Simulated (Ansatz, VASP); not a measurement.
## One calculation of PtS2, two programs

```
CELL_PARAMETERS angstrom
3.57798 0.00000 0.00000
-1.78899 3.09862 0.00000
0.00000 0.00000 4.75777
ATOMIC_POSITIONS crystal
Pt 0.00000 0.00000 0.00000
S 0.33333 0.66667 0.25461
S 0.66667 0.33333 0.74539
```

Alike in both runs: functional PBE; dispersion D3(BJ); k mesh 6 × 6 × 4; occupations gaussian, width 0.1 eV; no spin polarisation.

Ansatz relaxed the structure, and its values are those at the end. VASP's run is a single point on that final structure, the one shown.

|  | VASP | Ansatz |
| --- | --- | --- |
| version | VASP 6.6.1 | Ansatz 0.2.0 |
| potentials or method | VASP PAW PBE potentials, release 64 (Pt, S), cutoff 520 eV | scalar-relativistic, plane waves, PAW |
| valence electrons in the cell | 22 | 30 |

```csv
,VASP,Ansatz,Ansatz less VASP
gap on the k mesh at the Fermi level (eV),0.22,0.21,-0.010
least direct gap on the mesh (eV),1.13,1.12,-0.013
pressure (GPa),-0.7,-0.2,+0.45
rms of the force components (eV/Å),0.024,0.005,-0.0193
```

VASP's potentials hold 22 valence electrons a cell and Ansatz's 30, so a difference there can come from the potentials and not from the codes.

Spin-orbit coupling is off throughout.
